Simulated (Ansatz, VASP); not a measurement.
**ScPt: VASP beside Ansatz**

The input INCAR:

```
SYSTEM = ScPt
PREC = Accurate ; ENCUT = 520
EDIFF = 1E-7 ; ISMEAR = -1
SIGMA = 0.05 ; LREAL = .FALSE.
LASPH = .TRUE. ; NELM = 60
ALGO = Normal ; ISIF = 2
LWAVE = .FALSE. ; LCHARG = .FALSE.
NBANDS = 18
```

KPOINTS

```
regular mesh
0
G
  10 10 10
  0 0 0
```

The input POSCAR:

```
ScPt
1.0
    3.3354000000      0.0000000000      0.0000000000
    0.0000000000      3.3354000000      0.0000000000
    0.0000000000      0.0000000000      3.2700000000
Sc Pt
1 1
Direct
    0.5000000000      0.5000000000      0.5000000000
    0.0000000000      0.0000000000      0.0000000000
```

Input for Ansatz:

```yaml
crystal:
  lattice:
    - [3.3354, 0.0, 0.0]
    - [0.0, 3.3354, 0.0]
    - [0.0, 0.0, 3.27]
  atoms:
    - { symbol: Sc, position: [0.5, 0.5, 0.5] }
    - { symbol: Pt, position: [0.0, 0.0, 0.0] }
kpoints:
  mp_grid: { grid: [10, 10, 10] }
  band_path:
    path:
      - [0.0, 0.0, 0.0]
      - [0.0, 0.5, 0.0]
      - [0.5, 0.5, 0.0]
      - [0.0, 0.0, 0.0]
      - [0.0, 0.0, 0.5]
      - [0.0, 0.5, 0.5]
      - [0.5, 0.5, 0.5]
      - [0.0, 0.0, 0.5]
      - [0.0, 0.5, 0.0]
    npoints: 5
scf:
  occupations: { method: fermi_dirac, width: 0.05 }
hamiltonian:
  xc: lda
  pseudopotentials: { kind: all_electron, lapw: { basis_error: 0.00025 } }
output:
  forces: true
  stress: true
  eigenvalues: true
```

Change from the starting cell: equal xx and yy strain of +2 %.

Alike in both runs: task single point; functional LDA; k mesh 10 × 10 × 10; occupations fermi-dirac, width 0.05 eV; no spin polarisation.

|  | VASP | Ansatz |
| --- | --- | --- |
| version | VASP 6.6.1 | Ansatz 0.2.0 |
| potentials or method | VASP PAW LDA potentials, release 64 (Sc_sv, Pt), cutoff 520 eV | all-electron LAPW, scalar-relativistic |

```tsv
	VASP	Ansatz	Ansatz less VASP
pressure (GPa)	-9.9	-10.4	-0.50
traceless stress, the component that is largest in VASP (GPa)	0.04	0.05	+0.016
```

LDA's correlation is that of Perdew and Zunger in VASP and of Perdew and Wang (1992) in Ansatz. Ansatz ran all-electron here, and VASP with PAW potentials.

Spin-orbit coupling is off throughout.
